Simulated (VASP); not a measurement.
# Sn (I4_1/amd) in VASP: a series of runs, part 2 of 3

VASP 6.6.1.

## 3. Single point, PBEsol (strain -0.040 along x and y, +0.040 along z)

Input file INCAR:

```
SYSTEM = Sn
PREC = Accurate ; ENCUT = 520
EDIFF = 1E-7 ; ISMEAR = 0
SIGMA = 0.15 ; LREAL = .FALSE.
LASPH = .TRUE. ; NELM = 100
ALGO = Fast ; ISIF = 2
LWAVE = .FALSE. ; LCHARG = .FALSE.
GGA = PS ; NBANDS = 21
```

Input file KPOINTS:

```
Automatic mesh
0
G
  12 12 12
  0 0 0
```

Input file POSCAR:

```
Sn
1.0
    0.0000000000      3.1157760000      3.3754240000
    3.1157760000      0.0000000000      3.3754240000
    3.1157760000      3.1157760000      0.0000000000
Sn
2
Direct
    0.5000000000      0.5000000000      0.5000000000
    0.7500000000      0.7500000000      0.7500000000
```

Potentials or basis: VASP PAW PBE potentials, release 64 (Sn_d).

The run is started by

```sh
$ cat potpaw_PBE.64/Sn_d/POTCAR > POTCAR
$ mpirun -np 1 vasp_std > vasp.out
```

OUTCAR:

```text
SYSTEM = Sn
   PREC = Accurate
   ENCUT = 520
   EDIFF = 1E-7
   ISMEAR = 0
   LREAL = .FALSE.
   LASPH = .TRUE.
   NELM = 100
   ISIF = 2
   GGA = PS

 ion  position               nearest neighbor table
   1  0.500  0.500  0.500-   2 2.78   2 2.78   2 2.78   2 2.78
   2  0.750  0.750  0.750-   1 2.78   1 2.78   1 2.78   1 2.78

  LATTYP: Found a body centered tetragonal cell.
 ALAT       =     4.4063726765
 C/A-ratio  =     1.5320646926

  Lattice vectors:

 A1 = (  -3.1157760000,   0.0000000000,   3.3754240000)
 A2 = (   3.1157760000,   0.0000000000,   3.3754240000)
 A3 = (   0.0000000000,   3.1157760000,  -3.3754240000)

Analysis of symmetry for initial positions (statically):
=====================================================================
 Subroutine PRICEL returns:
 Original cell was already a primitive cell.

 Routine SETGRP: Setting up the symmetry group for a
 body centered tetragonal supercell.

 Subroutine GETGRP returns: Found 16 space group operations
 (whereof  8 operations were pure point group operations)
 out of a pool of 16 trial point group operations.

The static configuration has the point symmetry D_2d.
 The point group associated with its full space group is D_4h.

Analysis of symmetry for dynamics (positions and initial velocities):
=====================================================================
 Subroutine PRICEL returns:
 Original cell was already a primitive cell.

 Routine SETGRP: Setting up the symmetry group for a
 body centered tetragonal supercell.

 Subroutine GETGRP returns: Found 16 space group operations
 (whereof  8 operations were pure point group operations)
 out of a pool of 16 trial point group operations.

The dynamic configuration has the point symmetry D_2d.
 The point group associated with its full space group is D_4h.

 Subroutine INISYM returns: Found 16 space group operations
 (whereof  8 operations are pure point group operations),
 and found     1 'primitive' translations

[... 108 lines left out ...]
   EFERMI =   0.00;   METHOD = LEGACY
   ISMEAR =     0;   SIGMA  =   0.15  broadening in eV -4-tet -1-fermi 0-gaus
   EFERMI_NEDOS =   21; number of points for ismear=-14 and -15
   IALGO  =     68    algorithm
   IMIX   =      4    mixing-type and parameters
     AMIX     =   0.40;   BMIX     =  1.00
     AMIX_MAG =   1.60;   BMIX_MAG =  1.00
  volume/ion in A,a.u.               =      32.77       221.13
  Fermi-wavevector in a.u.,A,eV,Ry     =   1.233002  2.330037 20.684867  1.520295
  Thomas-Fermi vector in A             =   2.367750
   LORBIT       =      0    0 simple, 1 ext, 2 COOP (PROOUT), +10 PAW based schemes
   GGA     = PS    functional components
   LHFCALC =     F    Hartree Fock is set to
   AEXX    =    0.0000 exact exchange contribution
   IVDW    =     0    specifies the selected vdW correction
   LEPSILON=     F    determine dielectric tensor
   LRPA    =     F    only Hartree local field effects (RPA)
 non-spin polarized calculation
 RMM-DIIS sequential band-by-band and
 Gauss-broadening in eV      SIGMA  =   0.15
  energy-cutoff  :      520.00
  volume of cell :       65.54
 maximum number of plane-waves:      1793
 NGX is ok and might be reduce to    36
   NGX = 17   NGY = 17   NGZ = 17

 number of electron      28.0000016 magnetization

 Free energy of the ion-electron system (eV)
  ---------------------------------------------------
  ext. energy  EPLUGINS =         0.00000000
  ---------------------------------------------------
  free energy    TOTEN  =        -8.39690823 eV

  energy without entropy =       -8.39542268  energy(sigma->0) =       -8.39616545

 E-fermi :   5.9998     XC(G=0):  -9.2571

 val. band max:        5.9196565618   @ k =   0.4167   0.0000   0.0000
 cond. band min:       6.0645686772   @ k =   0.3333   0.0000   0.0000
 fundamental gap:      0.1449121154
 Fermi energy:         5.9997595734

 k-point     1 :       0.0000    0.0000    0.0000
  band No.  band energies     occupation
      1     -15.7558      2.00000
      2     -15.7558      2.00000
      3     -15.7208      2.00000
      4     -15.6855      2.00000
      5     -15.6704      2.00000
      6     -15.3687      2.00000
[... 565 lines left out ...]
     20      13.8355      0.00000
     21      13.9954      0.00000

 [... further k-points ...]
[... 5 lines left out ...]
  --------------------------------------------------------------------------------------
  -------------------------------------------------------------------------------------
  Total        1.6223665      1.6223665      0.4861999      0.0000000      0.0000000     -0.0000000
  in kB       39.6614661     39.6614661     11.8859706      0.0000000      0.0000000     -0.0000000
  external PRESSURE =      30.4029676 kB  Pullay stress =       0.0000000 kB

 VOLUME and BASIS-vectors are now :
 -----------------------------------------------------------------------------
  energy-cutoff  :      520.00
  volume of cell :       65.54
      direct lattice vectors                 reciprocal lattice vectors
     0.000000000  3.115776000  3.375424000    -0.160473667  0.160473667  0.148129539
     3.115776000  0.000000000  3.375424000     0.160473667 -0.160473667  0.148129539
     3.115776000  3.115776000  0.000000000     0.160473667  0.160473667 -0.148129539

 POSITION                                       TOTAL-FORCE (eV/Angst)
 -----------------------------------------------------------------------------------
      3.11578      3.11578      3.37542        -0.000000     -0.000000     -0.000000
      4.67366      4.67366      5.06314         0.000000      0.000000      0.000000
 -----------------------------------------------------------------------------------
    total drift:                                0.000000      0.000000      0.000000

  FREE ENERGIE OF THE ION-ELECTRON SYSTEM (eV)
  ---------------------------------------------------
  free  energy   TOTEN  =        -8.3969082270 eV

  energy  without entropy=       -8.3954226788  energy(sigma->0) =       -8.39616545
```

OSZICAR:

```text
N       E                     dE             d eps       ncg     rms          rms(c)
DAV:   1     0.228593476088E+03    0.22859E+03   -0.14917E+04  6969   0.198E+03
DAV:   2     0.166242044988E+02   -0.21197E+03   -0.20725E+03  6886   0.447E+02
DAV:   3    -0.771053481783E+01   -0.24335E+02   -0.24199E+02  7976   0.141E+02
DAV:   4    -0.848723618606E+01   -0.77670E+00   -0.77639E+00  7876   0.284E+01
DAV:   5    -0.851384886922E+01   -0.26613E-01   -0.26612E-01  9860   0.510E+00    0.346E+00
RMM:   6    -0.843349998545E+01    0.80349E-01   -0.35963E-02  8475   0.232E+00    0.201E+00
RMM:   7    -0.839515613649E+01    0.38344E-01   -0.67643E-02  8716   0.266E+00    0.165E-01
RMM:   8    -0.839638494913E+01   -0.12288E-02   -0.10072E-02  9207   0.942E-01    0.624E-02
RMM:   9    -0.839687003039E+01   -0.48508E-03   -0.33074E-03 10425   0.532E-01    0.512E-02
RMM:  10    -0.839688194045E+01   -0.11910E-04   -0.44377E-04  9041   0.242E-01    0.112E-02
RMM:  11    -0.839690825063E+01   -0.26310E-04   -0.25698E-04 11612   0.126E-01    0.117E-02
RMM:  12    -0.839690814873E+01    0.10190E-06   -0.13529E-05 10149   0.331E-02    0.164E-03
RMM:  13    -0.839690840685E+01   -0.25812E-06   -0.32870E-06 10876   0.133E-02    0.154E-03
RMM:  14    -0.839690821441E+01    0.19244E-06   -0.25658E-07  5654   0.466E-03    0.106E-04
RMM:  15    -0.839690822698E+01   -0.12572E-07   -0.91988E-08  4496   0.285E-03
   1 F= -.83969082E+01 E0= -.83961655E+01  d E =-.148555E-02
```

Wall time 1.9 min (1 thread of Intel Xeon 6975P-C (Granite Rapids), shared host); peak memory 0.32 GiB.

What came out:

```
Free energy            : -8.3969 eV
Pressure               : 3.0 GPa
Band gap on the k mesh : zero (band 14 reaches 6.22 eV, above the bottom of band 15 at 5.87 eV)
```

Stress tensor (GPa, compression positive):
```
3.97 0.00 0.00
0.00 3.97 0.00
0.00 0.00 1.19
```

Caveat: the cell differs from its parent crystal (strain -0.040 along x and y, +0.040 along z); the PAW data sets were made with another functional, which shifts forces and pressure a little; spin-orbit coupling is left out, which moves the levels of the heavy elements.

## 4. Single point, PBEsol (strain +0.000 along x and y, -0.040 along z)

Input file INCAR:

```
SYSTEM = Sn
PREC = Accurate
ENCUT = 520
EDIFF = 1E-7
ISMEAR = 0
SIGMA = 0.15
LREAL = .FALSE.
LASPH = .TRUE.
NELM = 80
ALGO = Fast
ISIF = 2
LWAVE = .FALSE.
LCHARG = .FALSE.
GGA = PS
NBANDS = 21
```

KPOINTS is that of step 3.

Input file POSCAR:

```
Sn
1.0
    0.0000000000      3.2456000000      3.1157760000
    3.2456000000      0.0000000000      3.1157760000
    3.2456000000      3.2456000000      0.0000000000
Sn
2
Direct
    0.5000000000      0.5000000000      0.5000000000
    0.7500000000      0.7500000000      0.7500000000
```

Potentials or basis: VASP PAW PBE potentials, release 64 (Sn_d).

The run is started by

```sh
$ cat potpaw_PBE.64/Sn_d/POTCAR > POTCAR
$ mpirun -np 1 vasp_std > vasp.out
```

OUTCAR:

```text
SYSTEM = Sn
   PREC = Accurate
   ENCUT = 520
   EDIFF = 1E-7
   ISMEAR = 0
   LREAL = .FALSE.
   LASPH = .TRUE.
   NELM = 80
   ISIF = 2
   GGA = PS

 ion  position               nearest neighbor table
   1  0.500  0.500  0.500-   2 2.77   2 2.77   2 2.77   2 2.77
   2  0.750  0.750  0.750-   1 2.77   1 2.77   1 2.77   1 2.77

  LATTYP: Found a body centered tetragonal cell.
 ALAT       =     4.5899715380
 C/A-ratio  =     1.3576450199

  Lattice vectors:

 A1 = (   0.0000000000,  -3.2456000000,  -3.1157760000)
[... 193 lines left out ...]
      4     -15.7003      2.00000
      5     -15.6914      2.00000
      6     -15.3598      2.00000
[... 565 lines left out ...]
     20      13.8669      0.00000
     21      14.1414      0.00000

 [... further k-points ...]
[... 5 lines left out ...]
  --------------------------------------------------------------------------------------
  -------------------------------------------------------------------------------------
  Total        1.0667636      1.0667636      1.5313217      0.0000000     -0.0000000      0.0000000
  in kB       26.0370973     26.0370973     37.3758255      0.0000000     -0.0000000      0.0000000
  external PRESSURE =      29.8166733 kB  Pullay stress =       0.0000000 kB

 VOLUME and BASIS-vectors are now :
 -----------------------------------------------------------------------------
  energy-cutoff  :      520.00
  volume of cell :       65.64
      direct lattice vectors                 reciprocal lattice vectors
     0.000000000  3.245600000  3.115776000    -0.154054720  0.154054720  0.160473667
     3.245600000  0.000000000  3.115776000     0.154054720 -0.154054720  0.160473667
     3.245600000  3.245600000  0.000000000     0.154054720  0.154054720 -0.160473667

 POSITION                                       TOTAL-FORCE (eV/Angst)
 -----------------------------------------------------------------------------------
      3.24560      3.24560      3.11578         0.000000      0.000000     -0.000000
      4.86840      4.86840      4.67366         0.000000      0.000000      0.000000
 -----------------------------------------------------------------------------------
    total drift:                                0.000000      0.000000      0.000000

  FREE ENERGIE OF THE ION-ELECTRON SYSTEM (eV)
  ---------------------------------------------------
  free  energy   TOTEN  =        -8.4215083899 eV

  energy  without entropy=       -8.4198023202  energy(sigma->0) =       -8.42065536
```

OSZICAR:

```text
N       E                     dE             d eps       ncg     rms          rms(c)
DAV:   1     0.230131099902E+03    0.23013E+03   -0.14885E+04  6926   0.197E+03
DAV:   2     0.165987162270E+02   -0.21353E+03   -0.20890E+03  6881   0.450E+02
DAV:   3    -0.773433281561E+01   -0.24333E+02   -0.24200E+02  7981   0.140E+02
DAV:   4    -0.851239395730E+01   -0.77806E+00   -0.77773E+00  7776   0.284E+01
DAV:   5    -0.853880112055E+01   -0.26407E-01   -0.26407E-01  9876   0.511E+00    0.347E+00
RMM:   6    -0.845820354234E+01    0.80598E-01   -0.36131E-02  8469   0.230E+00    0.202E+00
RMM:   7    -0.841967037117E+01    0.38533E-01   -0.67883E-02  8642   0.267E+00    0.166E-01
RMM:   8    -0.842097155479E+01   -0.13012E-02   -0.10419E-02  9180   0.954E-01    0.628E-02
RMM:   9    -0.842146563265E+01   -0.49408E-03   -0.34091E-03 10377   0.539E-01    0.518E-02
RMM:  10    -0.842148222597E+01   -0.16593E-04   -0.46215E-04  8967   0.245E-01    0.116E-02
RMM:  11    -0.842150832682E+01   -0.26101E-04   -0.25646E-04 11550   0.127E-01    0.122E-02
RMM:  12    -0.842150831571E+01    0.11113E-07   -0.14324E-05 10196   0.338E-02    0.185E-03
RMM:  13    -0.842150853554E+01   -0.21983E-06   -0.34318E-06 10948   0.135E-02    0.135E-03
RMM:  14    -0.842150835910E+01    0.17644E-06   -0.26083E-07  5779   0.466E-03    0.210E-04
RMM:  15    -0.842150838990E+01   -0.30802E-07   -0.89097E-08  4466   0.278E-03
   1 F= -.84215084E+01 E0= -.84206554E+01  d E =-.170607E-02
```

stdout:

```text
POSCAR found type information on POSCAR Sn
 POSCAR found :  1 types and       2 ions
 scaLAPACK will be used
 -----------------------------------------------------------------------------
|                                                                             |
|                                                                             |
|     You enforced a specific xc type in the INCAR file but a different       |
|     I HOPE YOU KNOW WHAT YOU ARE DOING!                                     |
|                                                                             |
 -----------------------------------------------------------------------------

 LDA part: xc-table for (Slater+PW92), standard interpolation
 POSCAR, INCAR and KPOINTS ok, starting setup
 FFT: planning ... GRIDC
 FFT: planning ... GRID_SOFT
 FFT: planning ... GRID
 WAVECAR not read
 entering main loop
WARNING in EDDRMM: call to ZHEGV failed, returncode =   8  4     20
 num prob WARNING in EDDRMM: call to ZHEGV failed, returncode =   8  4     20
WARNING in EDDRMM: call to ZHEGV failed, returncode =   6  3     19
WARNING in EDDRMM: call to ZHEGV failed, returncode =   6  3     19
 num prob RMM:  14    -0.842150835910E+01    0.17644E-06   -0.26083E-07  5779   0.466E-03    0.210E-04
 num prob  num prob WARNING in EDDRMM: call to ZHEGV failed, returncode =   6  3     20
 num prob  num prob WARNING in EDDRMM: call to ZHEGV failed, returncode =   8  4     20
 num prob  num prob WARNING in EDDRMM: call to ZHEGV failed, returncode =   8  4     20
 num prob RMM:  15    -0.842150838990E+01   -0.30802E-07   -0.89097E-08  4466   0.278E-03
```

Wall time 1.9 min (1 thread of Intel Xeon 6975P-C (Granite Rapids), shared host); peak memory 0.32 GiB.

What came out:

```yaml
Free_energy: -8.4215 eV
Pressure: 3.0 GPa
Band_gap_on_the_k_mesh: zero (band 14 reaches 5.94 eV, above the bottom of band 15 at 5.92 eV)
```

Caveat: the cell differs from its parent crystal (strain +0.000 along x and y, -0.040 along z); the PAW data sets were made with another functional, which shifts forces and pressure a little; spin-orbit coupling is left out, which moves the levels of the heavy elements.

## 5. Single point, PBEsol (strain -0.040 along x and y, +0.080 along z)

Input file INCAR:

```
SYSTEM = Sn
ALGO = Fast
EDIFF = 1E-7
ENCUT = 520
GGA = PS
ISIF = 2
ISMEAR = 0
LASPH = .TRUE.
LCHARG = .TRUE.
LELF = .TRUE.
LREAL = .FALSE.
LVHAR = .TRUE.
LWAVE = .FALSE.
NBANDS = 21
NELM = 100
PREC = Accurate
SIGMA = 0.15
```

Input file KPOINTS:

```
k-points
0
G
  12 12 12
  0 0 0
```

Input file POSCAR:

```
Sn
1.0
    0.0000000000      3.1157760000      3.5052480000
    3.1157760000      0.0000000000      3.5052480000
    3.1157760000      3.1157760000      0.0000000000
Sn
2
Direct
    0.5000000000      0.5000000000      0.5000000000
    0.7500000000      0.7500000000      0.7500000000
```

The run is started by

```sh
$ cat potpaw_PBE.64/Sn_d/POTCAR > POTCAR
$ mpirun -np 1 vasp_std > vasp.out
```

Wall time 1.8 min (1 thread of Intel Xeon 6975P-C (Granite Rapids), shared host); peak memory 0.33 GiB.

It converged, with:

```
Free energy            : -8.3929 eV
Pressure               : 1.1 GPa
Band gap on the k mesh : zero (band 14 reaches 5.91 eV, above the bottom of band 15 at 5.30 eV)
```

Stress tensor (GPa, compression positive):
```
 2.46  0.00  0.00
 0.00  2.46  0.00
 0.00  0.00 -1.74
```

Levels at points of the mesh, in eV from the Fermi level:
```csv
k point,band 11,band 12,band 13,band 14,band 15,band 16,band 17,band 18
"(0.00, 0.00, 0.00)",-10.71,-0.86,-0.58,0.30,0.30,1.98,1.98,2.44
"(0.50, 0.00, 0.00)",-9.07,-6.40,-1.63,-0.73,-0.31,3.08,3.42,5.55
"(0.50, 0.50, 0.00)",-7.89,-7.89,-2.09,-2.09,1.20,1.20,7.50,7.50
"(0.50, 0.00, 0.50)",-7.46,-7.46,-2.73,-2.73,0.44,0.44,7.11,7.11
```

Caveat: the cell differs from its parent crystal (strain -0.040 along x and y, +0.080 along z); the PAW data sets were made with another functional, which shifts forces and pressure a little; spin-orbit coupling is left out, which moves the levels of the heavy elements.

## 6. Single point, PBEsol (strain +0.040 along x and y, -0.080 along z)

Input file INCAR:

```
SYSTEM = Sn
ALGO     = Fast           ! electronic algorithm
EDIFF    = 1E-6           ! SCF threshold, eV
ENCUT    = 520            ! plane-wave cutoff, eV
GGA      = PS             ! functional
ISIF     = 2              ! what is computed and relaxed
ISMEAR   = 0              ! smearing method
LASPH    = .TRUE.         ! aspherical terms in the spheres
LCHARG   = .FALSE.        ! write CHGCAR
LREAL    = .FALSE.        ! projectors in reciprocal space
LWAVE    = .FALSE.        ! write WAVECAR
NBANDS   = 21             ! bands
NELM     = 80             ! most SCF steps
PREC     = Accurate       ! precision mode
SIGMA    = 0.15           ! smearing width, eV
```

KPOINTS is that of step 5.

Input file POSCAR:

```
Sn
1.0
    0.0000000000      3.3754240000      2.9859520000
    3.3754240000      0.0000000000      2.9859520000
    3.3754240000      3.3754240000      0.0000000000
Sn
2
Direct
    0.5000000000      0.5000000000      0.5000000000
    0.7500000000      0.7500000000      0.7500000000
```

Potentials or basis: VASP PAW PBE potentials, release 64 (Sn_d).

The run is started by

```sh
$ cat potpaw_PBE.64/Sn_d/POTCAR > POTCAR
$ mpirun -np 1 vasp_std > vasp.out
```

It took 90 s on 1 thread of Intel Xeon 6975P-C (Granite Rapids), shared host; peak memory 0.33 GiB.

The run converged. Its results:

* Free energy: -8.4055 eV
* Pressure: 0.9 GPa
* Band gap on the k mesh: zero (band 14 reaches 5.65 eV, above the bottom of band 15 at 5.32 eV)

Stress tensor (GPa, compression positive):
```
-0.01  0.00  0.00
 0.00 -0.01  0.00
 0.00  0.00  2.77
```

Levels at points of the mesh, in eV from the Fermi level:
| k point | band 10 | band 11 | band 12 | band 13 | band 14 | band 15 | band 16 | band 17 | band 18 | band 19 |
| --- | --- | --- | --- | --- | --- | --- | --- | --- | --- | --- |
| (0.00, 0.00, 0.00) | -21.19 | -10.64 | -0.76 | -0.16 | -0.16 | 0.56 | 1.88 | 2.38 | 2.38 | 4.89 |
| (0.50, 0.00, 0.00) | -21.16 | -8.99 | -6.33 | -1.51 | -0.73 | -0.22 | 2.94 | 3.65 | 5.67 | 7.83 |
| (0.50, 0.50, 0.00) | -21.20 | -7.25 | -7.25 | -2.89 | -2.89 | 0.29 | 0.29 | 7.78 | 7.78 | 9.32 |
| (0.50, 0.00, 0.50) | -21.15 | -7.67 | -7.67 | -2.21 | -2.21 | 1.02 | 1.02 | 7.15 | 7.15 | 8.50 |

Caveat: the cell differs from its parent crystal (strain +0.040 along x and y, -0.080 along z); the PAW data sets were made with another functional, which shifts forces and pressure a little; spin-orbit coupling is left out, which moves the levels of the heavy elements.

[end of part 2 of 3]
